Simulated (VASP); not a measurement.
LiF: electric field gradients with LDA

Crystal: LiF.

```
Li F
1.0
     0.00000    2.01400    2.01400
     2.01400    0.00000    2.01400
     2.01400    2.01400    0.00000
Li F
1 1
Direct
  0.00000 0.00000 0.00000
  0.50000 0.50000 0.50000
```

| Item | Value |
| --- | --- |
| Program | VASP 6.6.1 |
| Task | electric field gradients |
| Functional | LDA |
| Potentials or basis | VASP PAW LDA potentials, release 64 (Li_sv, F) |
| Cutoff | 520 eV |
| k mesh | 10 × 10 × 10 |
| Occupations | fermi-dirac, width 0.03 eV |
| Spin | no spin polarisation |
| Dipole correction | no |
| Further INCAR settings | ALGO = Normal; EDIFF = 1e-08; NBANDS = 12 |

```
Band gap on the k mesh : 8.83 eV, direct
```

Levels at points of the mesh, in eV from the valence-band top:
```tsv
k point	band 2	band 3	band 4	band 5	band 6	band 7	band 8	band 9
(0.00, 0.00, 0.00)	-19.57	0.00	0.00	0.00	8.83	23.46	23.46	23.46
(0.50, 0.00, 0.00)	-19.12	-2.58	-0.23	-0.23	10.37	16.38	18.41	18.41
(0.50, 0.50, 0.00)	-18.83	-3.12	-1.03	-1.03	14.41	16.03	17.13	19.76
```

Run time: 14 s on 1 thread of AMD EPYC 7R43 64-Core Processor (Zen 3) (shared host), peak memory 0.08 GiB.

Caveat: without QUAD_EFG the Cq values of the log hold for a quadrupole moment of 1 mb, not for the nuclei. A hybrid or GW would open this gap; LDA tends to underestimate it.
